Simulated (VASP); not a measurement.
Here is a VASP 6.6.1 calculation.

The input INCAR:

```
SYSTEM = TePb
  ALGO = Normal
  EDIFF = 1E-6
  ENCUT = 520
  GGA = PS
  ISIF = 2
  ISMEAR = -1
  LASPH = .True.
  LCHARG = .True.
  LELF = .True.
  LREAL = .False.
  LVHAR = .True.
  LWAVE = .False.
  NBANDS = 17
  NELM = 100
  PREC = Accurate
  SIGMA = 0.05
```

KPOINTS

```
k-points
0
Gamma
  7 7 7
  0 0 0
```

Contents of POSCAR:

```
TePb
1.0
    0.0000000000      3.2212100150      3.2212100150
    3.2212100150      0.0000000000      3.2212100150
    3.2212100150      3.2212100150      0.0000000000
Pb Te
1 1
Direct
    0.0000000000      0.0000000000      0.0000000000
    0.5000000000      0.5000000000      0.5000000000
```

Potentials or basis: VASP PAW PBE potentials, release 64 (Pb_d, Te).

Launch:

```sh
$ cat potpaw_PBE.64/Pb_d/POTCAR potpaw_PBE.64/Te/POTCAR > POTCAR
$ mpirun -np 1 vasp_std > vasp.out
```

(1) What does it give for the pressure?

Answers

(1) 0.0 GPa.

Caveat: the PAW data sets were made with another functional, which shifts forces and pressure a little.
